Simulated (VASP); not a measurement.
Wanted: the native input for a VASP 6.6.1 run.

```
Task                   : single point
Functional             : PBE
Potentials or basis    : VASP PAW PBE potentials, release 64 (Na_pv)
Cutoff                 : 500 eV
k mesh                 : 3 × 1 × 2
Occupations            : gaussian, width 0.1 eV
Spin                   : no spin polarisation
Dipole correction      : no
Further INCAR settings : ALGO = Normal; EDIFF = 1e-06; NBANDS = 10; ISYM = 0
```

The structure of Na lies in POSCAR:

```
Na
1.0
   -1.8882910800      1.8882910800      2.6372766800
    1.8882910800     -1.8882910800      2.6372766800
    1.8882910800      1.8882910800     -2.6372766800
Na
1
Direct
    0.0000000000      0.0000000000      0.0000000000
```

The input as run:

INCAR

```
PREC     = Accurate       # precision mode
ENCUT    = 500            # plane-wave cutoff, eV
EDIFF    = 1E-6           # SCF threshold, eV
ISMEAR   = 0              # smearing method
SIGMA    = 0.1            # smearing width, eV
LREAL    = False          # projectors in reciprocal space
LASPH    = True           # aspherical terms in the spheres
NELM     = 120            # most SCF steps
ALGO     = Normal         # electronic algorithm
ISIF     = 2              # what is computed and relaxed
LWAVE    = False          # write WAVECAR
LCHARG   = False          # write CHGCAR
GGA      = PE             # functional
ISYM     = 0            
NBANDS   = 10             # bands
GGA_COMPAT= False
```

KPOINTS

```
Automatic mesh
0
Gamma
  3 1 2
```

Potentials or basis: VASP PAW PBE potentials, release 64 (Na_pv).

Run with:

```sh
$ cat potpaw_PBE.64/Na_pv/POTCAR > POTCAR
$ mpirun -np 1 vasp_std > vasp.out
```

It gave:

The pressure is -2.1 GPa.

Caveat: the k points lie up to 2.05 Å⁻¹ apart.

Run time: 2.2 s on 1 thread of AMD EPYC 7R43 64-Core Processor (Zen 3), with other jobs on the host, peak memory 0.11 GiB.
